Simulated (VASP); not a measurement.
A run of VASP 6.6.1:

File INCAR:

```
PREC = Accurate
ENCUT = 520
EDIFF = 1E-6
ISMEAR = 1
SIGMA = 0.1
LREAL = False
LASPH = True
NELM = 60
ALGO = Normal
ISIF = 2
LWAVE = False
LCHARG = True
GGA = CA
LELF = True
LVHAR = True
NBANDS = 20
```

KPOINTS

```
Automatic mesh
0
Gamma
  11 11 6
```

Contents of POSCAR:

```
Tl
1.0
    3.4014029632      0.0000000000      0.0000000000
   -1.7007014816      2.9457013746      0.0000000000
    0.0000000000      0.0000000000      5.4430041633
Tl
2
Direct
    0.3333333333      0.6666666667      0.2500000000
    0.6666666667      0.3333333333      0.7500000000
```

Potentials or basis: VASP PAW LDA potentials, release 64 (Tl_d).

Command:

```sh
$ cat potpaw_LDA.64/Tl_d/POTCAR > POTCAR
$ mpirun -np 1 vasp_std > vasp.out
```

Hardware: 1 thread of Intel(R) Xeon(R) Platinum 8488C (Sapphire Rapids) (shared host).

Problem. Estimate the wall time of this run.

Solution. Wall time 31 s on 1 thread of Intel(R) Xeon(R) Platinum 8488C (Sapphire Rapids) (shared host), peak memory 0.18 GiB. Counts: scf iterations 10, k points 64.
